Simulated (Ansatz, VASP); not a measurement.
# Two plane-wave programs on SrVO3

```xyz
5
Lattice="3.8409 0.0000 0.0000 0.0000 3.8409 0.0000 0.0000 0.0000 3.8409" Properties=species:S:1:pos:R:3 pbc="T T T"
Sr    1.9204    1.9204    1.9204
V     0.0000    0.0000    0.0000
O     0.0000    0.0000    1.9204
O     0.0000    1.9204    0.0000
O     1.9204    0.0000    0.0000
```

Alike in both runs: functional LDA; k mesh 7 × 7 × 7; occupations fermi-dirac, width 0.05 eV; non-collinear spin, spin-orbit coupling.

|  | VASP | Ansatz |
| --- | --- | --- |
| version | VASP 6.6.1 | Ansatz 0.2.0 |
| potentials or method | VASP PAW LDA potentials, release 64 (Sr_sv, V_sv, O) | Ansatz PAW |
| plane-wave cutoff (eV) | 520 | 420 |
| valence electrons in the cell | 41 | 41 |
| task | single point | band structure |

|  | VASP | Ansatz | Ansatz less VASP |
| --- | --- | --- | --- |
| pressure (GPa) | -9.4 | -10.5 | -1.12 |
| net moment per atom (μB) | 0.00 | 0.00 | 0.000 |

LDA's correlation is that of Perdew and Zunger in VASP and of Perdew and Wang (1992) in Ansatz.
